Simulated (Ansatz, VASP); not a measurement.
**Si16B in VASP and in Ansatz**

```xyz
17
Lattice="0.0000 5.4300 5.4300 5.4300 0.0000 5.4300 5.4300 5.4300 0.0000" Properties=species:S:1:pos:R:3 pbc="T T T"
Si   -0.0248    0.0248    0.0214
Si    1.3637    1.3537    1.3446
Si    2.7073    2.7229    0.0035
Si    4.0764    4.0665    1.3447
Si    2.7004    0.0141    2.7202
Si    4.0836    1.3466    4.0542
Si    5.4162    2.7297    2.7200
Si    6.8107    4.0494    4.0461
Si    0.0046    2.6802    2.6889
Si    1.3311    4.0988    4.1009
Si    2.7496    5.4255    2.6890
Si    4.0448    6.8150    4.0770
Si    2.7528    2.6770    5.4172
Si    4.0410    4.0818    6.8269
Si    5.4584    5.4016    5.4041
Si    6.7784    6.8187    6.8269
B     8.8003    7.4909    7.4297
```

Alike in both runs: functional PBEsol; k mesh 2 × 2 × 2; occupations fermi-dirac, width 0.02 eV; collinear spin.

Ansatz relaxed the structure, and its values are those at the end. VASP's run is a single point on that final structure, the one shown.

|  | VASP | Ansatz |
| --- | --- | --- |
| version | VASP 6.6.1 | Ansatz 0.2.0 |
| potentials or method | VASP PAW PBE potentials, release 64 (Si, B), cutoff 520 eV | scalar-relativistic, plane waves, PAW |
| valence electrons in the cell | 67 | 67 |

|  | VASP | Ansatz | Ansatz less VASP |
| --- | --- | --- | --- |
| rms of the force components (eV/Å) | 0.016 | 0.016 | -0.0003 |
| net moment per atom (μB) | 0.04 | 0.04 | 0.000 |
| size of the moment on the site where the two differ most (μB) | 0.07 | 0.08 | +0.007 |

VASP's potentials were made for PBE, not for PBEsol, and Ansatz warns of the same on its side. Site moments also hang on the region over which each program counts them. With one functional, cell and mesh, what is left measures potentials, basis and numerics.

The k mesh is coarse, so the values compare programs but aren't converged.
